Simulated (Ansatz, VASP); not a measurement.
MnO2: VASP beside Ansatz

```
CELL_PARAMETERS angstrom
2.89417 0.00000 0.00000
-1.44708 2.50642 0.00000
0.00000 0.00000 4.66193
ATOMIC_POSITIONS crystal
Mn 0.00000 0.00000 0.50000
O 0.33333 0.66667 0.70629
O 0.66667 0.33333 0.29371
```

Change from the starting cell: volume scaled by 1.04.

Alike in both runs: task single point; functional PBEsol; k mesh 11 × 11 × 6; occupations fermi-dirac, width 0.05 eV; collinear spin.

```csv
,VASP,Ansatz
version,VASP 6.6.1,Ansatz 0.2.0
potentials or method,"VASP PAW PBE potentials, release 64 (Mn_pv, O), cutoff 520 eV","all-electron LAPW, scalar-relativistic"
```

Ansatz gave:

| Item | Value |
| --- | --- |
| gap on the k mesh at the Fermi level (eV) | 0.89 |
| least direct gap on the mesh (eV) | 0.96 |
| pressure (GPa) | -9.1 |
| traceless stress, the component that is largest in VASP (GPa) | 3.57 |
| rms of the force components (eV/Å) | 0.322 |
| net moment per atom (μB) | 1.00 |
| size of the moment on the site where the two differ most (μB) | 2.77 |

Task: Estimate VASP's values.

Result: gap on the k mesh at the Fermi level (eV): 0.84; least direct gap on the mesh (eV): 0.91; pressure (GPa): -8.3; traceless stress, the component that is largest in VASP (GPa): 3.19; rms of the force components (eV/Å): 0.287; net moment per atom (μB): 1.00; size of the moment on the site where the two differ most (μB): 2.88.

VASP's potentials were made for PBE, not for PBEsol. Site moments also hang on the region over which each program counts them. Atom by atom the forces differ by 0.035 eV/Å (rms over components). Ansatz ran all-electron here, and VASP with PAW potentials.
